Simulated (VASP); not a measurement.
Set up this calculation in VASP 6.6.1, as the native input.

- Task: relaxation of cell and atoms
- Functional: PBE
- Potentials or basis: VASP PAW PBE potentials, release 64 (Al)
- Cutoff: 600 eV
- k mesh: 30 × 30 × 30
- Occupations: gaussian, width 0.5 eV
- Spin: no spin polarisation
- Dipole correction: no
- Further INCAR settings: ALGO = Normal; EDIFF = 1e-07; IBRION = 2; EDIFFG = -0.002; NSW = 80; ISIF = 3

The structure of Al lies in POSCAR:

```
Al
1.0
    0.0000000000      2.0248050000      2.0248050000
    2.0248050000      0.0000000000      2.0248050000
    2.0248050000      2.0248050000      0.0000000000
Al
1
Direct
    0.0000000000      0.0000000000      0.0000000000
```

The input as run:

INCAR

```
PREC = Accurate
ENCUT = 600
EDIFF = 1E-7
ISMEAR = 0
SIGMA = 0.5
LREAL = F
LASPH = T
NELM = 100
ALGO = Normal
ISIF = 3
LWAVE = F
LCHARG = F
GGA = PE
IBRION = 2
NSW = 80
EDIFFG = -0.002
```

KPOINTS

```
Automatic mesh
0
Gamma
  30 30 30
```

Potentials or basis: VASP PAW PBE potentials, release 64 (Al).

Launch:

```sh
$ cat potpaw_PBE.64/Al/POTCAR > POTCAR
$ mpirun -np 1 vasp_std > vasp.out
```

Results of the run:

The relaxed volume is 16.52 Å³/atom, the relaxed cell is a = 2.859 Å, b = 2.859 Å, c = 2.859 Å, α = 60.00°, β = 60.00°, γ = 60.00° and the space group after relaxing (to 0.05 Å) is Fm-3m (No. 225). The energy gained by relaxing is 0.1 meV/atom, the ionic steps are 3 and the pressure after relaxing is 0.0 GPa.

Wall time 28 s on 1 thread of Intel(R) Xeon(R) 6975P-C (Granite Rapids) (shared host), peak memory 0.2 GiB.
